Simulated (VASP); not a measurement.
Input of a VASP 6.6.1 run:

The input POSCAR:

```
Y
1.0
    0.0000000000      2.5003381583      2.5003381583
    2.5003381583      0.0000000000      2.5003381583
    2.5003381583      2.5003381583      0.0000000000
Y
1
Direct
    0.0000000000      0.0000000000      0.0000000000
```

INCAR.step1

```
PREC = Accurate ; ENCUT = 520
ISMEAR = -1 ; SIGMA = 0.03
LREAL = F ; LASPH = T
NELM = 80 ; NBANDS = 12
GGA = PE ; ALGO = Normal
EDIFF = 1E-4 ; LWAVE = T
LCHARG = F
```

The input INCAR.step2:

```
PREC = Accurate ; ENCUT = 520
EDIFF = 1E-8 ; ISMEAR = -1
SIGMA = 0.03 ; LREAL = F
LASPH = T ; NELM = 80
ALGO = Normal ; ISIF = 2
LWAVE = F ; LCHARG = F
METAGGA = R2SCAN ; LMIXTAU = T
LEFG = T ; NBANDS = 12
ISTART = 1
```

File KPOINTS:

```
Automatic mesh
0
Gamma
  12 12 12
```

Potentials or basis: VASP PAW PBE potentials, release 64 (Y_sv).

Launch:

```sh
$ cat potpaw_PBE.64/Y_sv/POTCAR > POTCAR
$ cp INCAR.step1 INCAR
$ mpirun -np 1 vasp_std > vasp.out
$ cp INCAR.step2 INCAR
$ mpirun -np 1 vasp_std > vasp.out
```

**Question.** What does it give for the pressure?

**Answer.** 2.5 GPa.

Caveat: without QUAD_EFG the Cq values of the log hold for a quadrupole moment of 1 mb, not for the nuclei; the PAW data sets were made with another functional, which shifts forces and pressure a little.
